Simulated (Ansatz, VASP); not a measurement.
# BaTiO3: VASP beside Ansatz

File INCAR:

```
SYSTEM = BaTiO3
ALGO = Normal
EDIFF = 1E-6
ENCUT = 910
GGA = PE
GGA_COMPAT = .FALSE.
ISIF = 2
ISMEAR = -1
LASPH = .TRUE.
LCHARG = .FALSE.
LREAL = .FALSE.
LWAVE = .FALSE.
NBANDS = 28
NELM = 120
PREC = Accurate
SIGMA = 0.05
```

File KPOINTS:

```
k-points
0
G
  7 7 7
  0 0 0
```

File POSCAR:

```
BaTiO3
1.0
    3.9855000000      0.0000000000      0.0000000000
    0.0000000000      2.8369000000      2.8451500000
    0.0000000000     -2.8369000000      2.8451500000
Ba Ti O
1 1 3
Direct
    0.0000000000      0.0000000000      0.0000000000
    0.5000000000      0.5124000000      0.5124000000
    0.5000000000      0.9918400000      0.5052400000
    0.5000000000      0.5052400000      0.9918400000
    0.0000000000      0.4874000000      0.4874000000
```

The input input.yaml:

```yaml
crystal:
  lattice:
    - [3.9855, 0.0, 0.0]
    - [0.0, 2.8369, 2.84515]
    - [0.0, -2.8369, 2.84515]
  atoms:
    - { symbol: Ba, position: [0.0, 0.0, 0.0] }
    - { symbol: Ti, position: [0.5, 0.5124, 0.5124] }
    - { symbol: O, position: [0.5, 0.99184, 0.50524] }
    - { symbol: O, position: [0.5, 0.50524, 0.99184] }
    - { symbol: O, position: [0.0, 0.4874, 0.4874] }
hamiltonian:
  xc: pbe
  pseudopotentials: { kind: paw }
kpoints:
  mp_grid: { grid: [7, 7, 7] }
scf:
  occupations: { method: fermi_dirac, width: 0.05 }
output:
  forces: true
  stress: true
  eigenvalues: true
```

Alike in both runs: task single point; functional PBE; k mesh 7 × 7 × 7; occupations fermi-dirac, width 0.05 eV; no spin polarisation.

```csv
,VASP,Ansatz
version,VASP 6.6.1,Ansatz 0.2.0
potentials or method,"VASP PAW PBE potentials, release 64 (Ba_sv, Ti_sv, O_h)",Ansatz PAW
plane-wave cutoff (eV),910,420
valence electrons in the cell,40,40
```

Ansatz gave:

* gap on the k mesh at the Fermi level (eV): 1.98
* least direct gap on the mesh (eV): 2.08
* rms of the force components (eV/Å): 0.128

Problem. What did VASP give for the same quantities?

Solution. gap on the k mesh at the Fermi level (eV): 1.93; least direct gap on the mesh (eV): 2.06; rms of the force components (eV/Å): 0.126.

Atom by atom the forces differ by 0.009 eV/Å (rms over components).

Neither program's run includes spin-orbit coupling. Noted on VASP's run: the cutoff is short for stress, so the pressure is rough. Noted on Ansatz's run: odd divisions of the mesh miss points on the zone boundary, where band edges often lie, so the gap on the mesh can be too wide.
